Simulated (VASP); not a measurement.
A run of VASP 6.6.1 is set up as follows.

File INCAR:

```
ALGO     = Normal         # electronic algorithm
EDIFF    = 1E-7           # SCF threshold, eV
ENCUT    = 520            # plane-wave cutoff, eV
GGA      = PE             # functional
ISIF     = 2              # what is computed and relaxed
ISMEAR   = 1              # smearing method
LASPH    = True           # aspherical terms in the spheres
LCHARG   = True           # write CHGCAR
LELF     = True           # ELF
LREAL    = Auto         
LVHAR    = True         
LWAVE    = False          # write WAVECAR
NBANDS   = 202            # bands
NELM     = 100            # most SCF steps
PREC     = Accurate       # precision mode
SIGMA    = 0.1            # smearing width, eV
```

KPOINTS

```
k-points
0
Gamma
  1 1 1
```

The input POSCAR:

```
Ta32F
1.0
    0.0000000000      6.6414755500      6.6414755500
    6.6414755500      0.0000000000      6.6414755500
    6.6414755500      6.6414755500      0.0000000000
Ta F
32 1
Direct
   -0.0069188691     -0.0059574864      0.0057909571
    0.1203245414      0.1203102374      0.1333954320
    0.2508281462      0.2487525532      0.2492465699
    0.3779041993      0.3720130386      0.3623529865
   -0.0017355330      0.0012231469      0.5017315015
    0.1215215646      0.1215242748      0.6270849706
    0.2288750427      0.2238324885      0.7780121994
    0.3752175223      0.3746736672      0.8825318946
    0.0011892689      0.4989667545     -0.0001388999
    0.1265395760      0.6234485799      0.1245671227
    0.2513991036      0.7515709367      0.2486515214
    0.3760519754      0.8801498938      0.3722897090
   -0.0017919211      0.4983604886      0.5018508274
    0.1133545542      0.6365328711      0.6282996103
    0.2509301566      0.7485838746      0.7500736037
    0.3735882156      0.8676320430      0.8798005738
    0.4974722071     -0.0003813159      0.0010441204
    0.6251202717      0.1248474068      0.1262833829
    0.7489283010      0.2504658773      0.2516229997
    0.8822275947      0.3763820225      0.3712226269
    0.4994448862      0.0008206008      0.5011076191
    0.6318118569      0.1180591563      0.6254006310
    0.7501768188      0.2523671114      0.7482760363
    0.8697822429      0.3738633804      0.8785515291
    0.5011609958      0.4989974705     -0.0010661035
    0.6283989858      0.6283992870      0.1201685520
    0.7557864908      0.7568062943      0.2429945707
    0.8740014107      0.8759583554      0.3763165250
    0.5257771370      0.5209664590      0.4808047513
    0.6296916955      0.6295052912      0.6240229251
    0.7486376277      0.7515967592      0.7512902009
    0.8758017637      0.8741498717      0.8757633686
    0.3432798906      0.4064902415      0.5894694591
```

Potentials or basis: VASP PAW PBE potentials, release 64 (Ta_pv, F).

The run is started by

```console
$ cat potpaw_PBE.64/Ta_pv/POTCAR potpaw_PBE.64/F/POTCAR > POTCAR
$ mpirun -np 1 vasp_gam > vasp.out
```

(1) Predict the largest force.

(2) What does it give for the pressure?

## Answers

(1) 0.101 eV/Å.

(2) -6.0 GPa.

Caveat: the k points lie up to 0.82 Å⁻¹ apart; an odd number of electrons without spin polarisation forces a metal; a magnetic or distorted state may lie lower.
